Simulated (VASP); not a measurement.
Set up this calculation in VASP 6.6.1, as the native input.

```
Task                   : single point
Functional             : r2SCAN
Potentials or basis    : VASP PAW PBE potentials, release 64 (Zn, S)
Cutoff                 : 520 eV
k mesh                 : 6 × 6 × 4
Occupations            : gaussian, width 0.05 eV
Spin                   : no spin polarisation
Dipole correction      : no
Further INCAR settings : ALGO = Normal; EDIFF = 1e-07; NBANDS = 26
```

ZnS:

```
CELL_PARAMETERS angstrom
3.80672 0.00000 0.00000
-1.90336 3.29672 0.00000
0.00000 0.00000 6.24574
ATOMIC_POSITIONS crystal
Zn 0.33333 0.66667 0.00539
Zn 0.66667 0.33333 0.50539
S 0.27423 0.60756 0.37961
S 0.66667 0.33333 0.87961
```

This cell differs from its parent crystal: atom 3 (S) moved +0.225 Å towards its neighbour atom 3 (S) at 3.807 Å.

The input as run:

POSCAR

```
ZnS
1.0
    3.8067217484      0.0000000000      0.0000000000
   -1.9033608742      3.2967177392      0.0000000000
    0.0000000000      0.0000000000      6.2457351519
Zn S
2 2
Direct
    0.3333333333      0.6666666667      0.0053880718
    0.6666666667      0.3333333333      0.5053880718
    0.2742273585      0.6075606918      0.3796119282
    0.6666666667      0.3333333333      0.8796119282
```

INCAR.step1

```
PREC     = Accurate       # precision mode
ENCUT    = 520            # plane-wave cutoff, eV
ISMEAR   = 0              # smearing method
SIGMA    = 0.05           # smearing width, eV
LREAL    = F              # projectors in reciprocal space
LASPH    = T              # aspherical terms in the spheres
NELM     = 80             # most SCF steps
NBANDS   = 26             # bands
GGA      = PE             # functional
ALGO     = Normal         # electronic algorithm
EDIFF    = 1E-4           # SCF threshold, eV
LWAVE    = T              # write WAVECAR
LCHARG   = F              # write CHGCAR
```

INCAR.step2

```
PREC     = Accurate       # precision mode
ENCUT    = 520            # plane-wave cutoff, eV
EDIFF    = 1E-7           # SCF threshold, eV
ISMEAR   = 0              # smearing method
SIGMA    = 0.05           # smearing width, eV
LREAL    = F              # projectors in reciprocal space
LASPH    = T              # aspherical terms in the spheres
NELM     = 80             # most SCF steps
ALGO     = Normal         # electronic algorithm
ISIF     = 2              # what is computed and relaxed
LWAVE    = F              # write WAVECAR
LCHARG   = F              # write CHGCAR
METAGGA  = R2SCAN         # meta-GGA
LMIXTAU  = T            
NBANDS   = 26             # bands
ISTART   = 1
```

KPOINTS

```
regular mesh
0
Gamma
  6 6 4
```

Potentials or basis: VASP PAW PBE potentials, release 64 (Zn, S).

Launch:

```console
$ cat potpaw_PBE.64/Zn/POTCAR potpaw_PBE.64/S/POTCAR > POTCAR
$ cp INCAR.step1 INCAR
$ mpirun -np 1 vasp_std > vasp.out
$ cp INCAR.step2 INCAR
$ mpirun -np 1 vasp_std > vasp.out
```

Results of the run:

- Pressure: 1.0 GPa
- Largest force: 1.734 eV/Å
- Band gap on the k mesh: 2.76 eV, direct

Caveat: the cell differs from its parent crystal (atom 3 (S) moved +0.225 Å towards its neighbour atom 3 (S) at 3.807 Å); the PAW data sets were made with another functional, which shifts forces and pressure a little.

Run time: 3.6 min on 1 thread of Intel(R) Xeon(R) 6975P-C (Granite Rapids) (shared host), peak memory 0.28 GiB.
